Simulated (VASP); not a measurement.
# InSe2 (P4/nmm) in VASP: further runs, part 2 of 2

VASP 6.6.1. The steps go on from the part before.

## Step 3: Single point, PBE (20.59 Å³/atom)

The input, INCAR:

```
SYSTEM = InSe2
ALGO = Normal
EDIFF = 1E-6
ENCUT = 500
GGA = PE
GGA_COMPAT = .False.
ISIF = 2
ISMEAR = 0
LASPH = .True.
LCHARG = .False.
LREAL = .False.
LWAVE = .False.
NBANDS = 34
NELM = 120
PREC = Accurate
SIGMA = 0.15
```

The input, KPOINTS:

```
k-points
0
Gamma
  12 12 6
  0 0 0
```

The input, POSCAR:

```
InSe2
1.0
    3.5797315477      0.0000000000      0.0000000000
    0.0000000000      3.5797315477      0.0000000000
    0.0000000000      0.0000000000      9.6387851653
In Se
2 4
Direct
    0.0000000000      0.5000000000      0.7035891433
    0.5000000000      0.0000000000      0.2964108567
    0.0000000000      0.5000000000      0.3657763741
    0.5000000000      0.0000000000      0.6342236259
    0.0000000000      0.0000000000      0.0000000000
    0.5000000000      0.5000000000      0.0000000000
```

Potentials or basis: VASP PAW PBE potentials, release 64 (In_d, Se).

Launch:

```
$ cat potpaw_PBE.64/In_d/POTCAR potpaw_PBE.64/Se/POTCAR > POTCAR
$ mpirun -np 1 vasp_std > vasp.out
```

OUTCAR:

```text
SYSTEM = InSe2
   EDIFF = 1E-6
   ENCUT = 500
   GGA = PE
   ISIF = 2
   ISMEAR = 0
   LASPH = .True.
   LREAL = .False.
   NELM = 120
   PREC = Accurate

 ion  position               nearest neighbor table
   1  0.000  0.500  0.704-   4 2.62   4 2.62   4 2.62   4 2.62   3 3.26   5 3.37   6 3.37   6 3.37
                             5 3.37
   2  0.500  0.000  0.296-   3 2.62   3 2.62   3 2.62   3 2.62   4 3.26   6 3.37   6 3.37   5 3.37
                             5 3.37
   3  0.000  0.500  0.366-   2 2.62   2 2.62   2 2.62   2 2.62   1 3.26
   4  0.500  0.000  0.634-   1 2.62   1 2.62   1 2.62   1 2.62   2 3.26
   5  0.000  0.000  0.000-   6 2.53   6 2.53   6 2.53   6 2.53   2 3.37   2 3.37   1 3.37   1 3.37

   6  0.500  0.500  0.000-   5 2.53   5 2.53   5 2.53   5 2.53   2 3.37   1 3.37   1 3.37   2 3.37

  LATTYP: Found a simple tetragonal cell.
 ALAT       =     3.5797315477
 C/A-ratio  =     2.6926000000

  Lattice vectors:

 A1 = (   3.5797315477,   0.0000000000,   0.0000000000)
 A2 = (   0.0000000000,   3.5797315477,   0.0000000000)
 A3 = (   0.0000000000,   0.0000000000,   9.6387851653)

[... 186 lines left out ...]

 val. band max:        7.3905627629   @ k =   0.5000   0.0833   0.0000
 cond. band min:       7.4169374017   @ k =   0.3333   0.2500   0.5000
 fundamental gap:      0.0263746388
 Fermi energy:         7.4126169048

 k-point     1 :       0.0000    0.0000    0.0000
  band No.  band energies     occupation
      1      -9.6135      2.00000
      2      -8.4155      2.00000
      3      -8.3239      2.00000
      4      -7.7613      2.00000
      5      -7.7574      2.00000
      6      -7.6221      2.00000
[... 877 lines left out ...]
     33      13.4295      0.00000
     34      14.1529      0.00000

 [... further k-points ...]

------------------------ aborting loop because EDIFF is reached ----------------------------------------

  FORCE on cell =-STRESS in cart. coord.  units (eV):
  Direction    XX          YY          ZZ          XY          YZ          ZX
  --------------------------------------------------------------------------------------
  -------------------------------------------------------------------------------------
  Total       20.4712428     20.4712428      3.4730611      0.0000000      0.0000000      0.0000000
  in kB      265.5409920    265.5409920     45.0505180      0.0000000      0.0000000      0.0000000
  external PRESSURE =     192.0441673 kB  Pullay stress =       0.0000000 kB

 VOLUME and BASIS-vectors are now :
 -----------------------------------------------------------------------------
  energy-cutoff  :      500.00
  volume of cell :      123.52
      direct lattice vectors                 reciprocal lattice vectors
     3.579731548  0.000000000  0.000000000     0.279350557  0.000000000  0.000000000
     0.000000000  3.579731548  0.000000000     0.000000000  0.279350557  0.000000000
     0.000000000  0.000000000  9.638785165     0.000000000  0.000000000  0.103747514

 POSITION                                       TOTAL-FORCE (eV/Angst)
 -----------------------------------------------------------------------------------
      0.00000      1.78987      6.78174         0.000000     -0.000000      0.956652
      1.78987      0.00000      2.85704        -0.000000     -0.000000     -0.956652
      0.00000      1.78987      3.52564         0.000000      0.000000      0.452811
      1.78987      0.00000      6.11315        -0.000000     -0.000000     -0.452811
      0.00000      0.00000      0.00000         0.000000     -0.000000      0.000000
      1.78987      1.78987      0.00000         0.000000      0.000000      0.000000
 -----------------------------------------------------------------------------------
    total drift:                                0.000000      0.000000      0.000000

  FREE ENERGIE OF THE ION-ELECTRON SYSTEM (eV)
  ---------------------------------------------------
  free  energy   TOTEN  =       -18.7766707152 eV

  energy  without entropy=      -18.7639432955  energy(sigma->0) =      -18.77030701
```

stdout:

```text
POSCAR found type information on POSCAR InSe
 POSCAR found :  2 types and       6 ions
 scaLAPACK will be used
 LDA part: xc-table for (Slater+PW92), standard interpolation
 POSCAR, INCAR and KPOINTS ok, starting setup
 FFT: planning ... GRIDC
 FFT: planning ... GRID_SOFT
 FFT: planning ... GRID
 WAVECAR not read
 entering main loop
```

Wall time 8.9 min (1 thread of Oxide Virtual Turin-like, shared host); peak memory 0.44 GiB.

Results:

```
Free energy            : -18.7767 eV
Pressure               : 19.2 GPa
Largest force          : 0.957 eV/Å
Band gap on the k mesh : zero (bands 25 and 26 overlap by 2.99 eV)
```

Forces on the atoms (eV/Å):
```
In   0.000  0.000  0.957
In   0.000  0.000 -0.957
Se   0.000  0.000  0.453
Se   0.000  0.000 -0.453
Se   0.000  0.000  0.000
Se   0.000  0.000  0.000
```

Caveat: the stress differs along the axes, from 5 to 27 GPa; spin-orbit coupling is left out, which moves the levels of the heavy elements.

## Step 4: Single point, PBE (20.59 Å³/atom)

The input, INCAR:

```
  ALGO = Normal
  EDIFF = 1E-6
  ENCUT = 500
  GGA = PE
  GGA_COMPAT = F
  ISIF = 2
  ISMEAR = 0
  LASPH = T
  LCHARG = F
  LREAL = F
  LWAVE = F
  NBANDS = 34
  NELM = 120
  PREC = Accurate
  SIGMA = 0.15
```

The input, KPOINTS:

```
k-points
0
Gamma
  12 12 6
```

Edit POSCAR of step 3 so:

```diff
@@ -2,5 +2,5 @@
 1.0
-    3.5797315477      0.0000000000      0.0000000000
-    0.0000000000      3.5797315477      0.0000000000
-    0.0000000000      0.0000000000      9.6387851653
+    3.7577324197      0.0000000000      0.0000000000
+    0.0000000000      3.7577324197      0.0000000000
+    0.0000000000      0.0000000000      8.7472495265
 In Se
```

Launch:

```
$ cat potpaw_PBE.64/In_d/POTCAR potpaw_PBE.64/Se/POTCAR > POTCAR
$ mpirun -np 1 vasp_std > vasp.out
```

It took 6 min on 1 thread of Oxide Virtual Turin-like, shared host; peak memory 0.43 GiB.

The run converged. Its results:

| Property | Result |
| --- | --- |
| Free energy | -19.6169 eV |
| Pressure | 11.8 GPa |
| Largest force | 0.117 eV/Å |
| Band gap on the k mesh | zero (bands 25 and 26 overlap by 2.68 eV) |

Forces in eV/Å, atoms in the order of the input:
```
In   0.000  0.000  0.117
In   0.000  0.000 -0.117
Se   0.000  0.000  0.094
Se   0.000  0.000 -0.094
Se   0.000  0.000  0.000
Se   0.000  0.000  0.000
```

Stress tensor (GPa, compression positive):
```
12.20  0.00  0.00
 0.00 12.20  0.00
 0.00  0.00 10.99
```

Levels at points of the mesh, in eV from the Fermi level:
```
           k point  band 21  band 22  band 23  band 24  band 25  band 26  band 27  band 28  band 29  band 30
(0.00, 0.00, 0.00)    -2.46    -1.92    -1.92    -1.63     0.08     0.75     3.20     3.20     3.36     4.35
(0.50, 0.00, 0.00)    -2.23    -2.23    -1.32    -1.32    -1.05    -1.05     2.39     2.39     3.24     3.24
(0.50, 0.50, 0.00)    -4.07    -4.07    -1.57    -1.57    -0.83    -0.83     2.72     2.72     4.09     4.09
(0.00, 0.00, 0.50)    -2.75    -1.78    -1.78    -0.22     0.08     1.00     2.31     3.17     3.21     3.21
(0.50, 0.00, 0.50)    -1.71    -1.71    -1.09    -1.09    -0.75    -0.75     1.49     1.49     4.15     4.15
(0.50, 0.50, 0.50)    -3.72    -3.72    -2.05    -2.05    -1.66    -1.66     4.22     4.22     5.20     5.20
```

Caveat: the cell stands under pressure; spin-orbit coupling is left out, which moves the levels of the heavy elements.

## Step 5: Summary

```csv
cell,gap on the mesh (eV),pressure (GPa),largest force (eV/Å)
"a = 3.668, b = 3.668, c = 9.182 Å, 6 atoms",none,14.8,0.52
"a = 3.580, b = 3.580, c = 9.639 Å, 6 atoms",none,19.2,0.96
"a = 3.758, b = 3.758, c = 8.747 Å, 6 atoms",none,11.8,0.12
```

Alike in all rows: task single point; level PBE; potentials or basis VASP PAW PBE potentials, release 64 (In_d, Se); no spin polarisation; k mesh 12 × 12 × 6; cutoff (eV) 500; smearing gaussian 0.15 eV.

Caveats: spin-orbit coupling is left out, which moves the levels of the heavy elements; the stress differs along the axes, from 7 to 19 GPa (at least some runs); the stress differs along the axes, from 5 to 27 GPa (at least some runs); the cell stands under pressure (at least some runs).

Total energies depend on the potentials used, so only differences within one code and one set of settings carry meaning.

The gap in the log of VASP goes by the Fermi energy; the results here count the filled bands.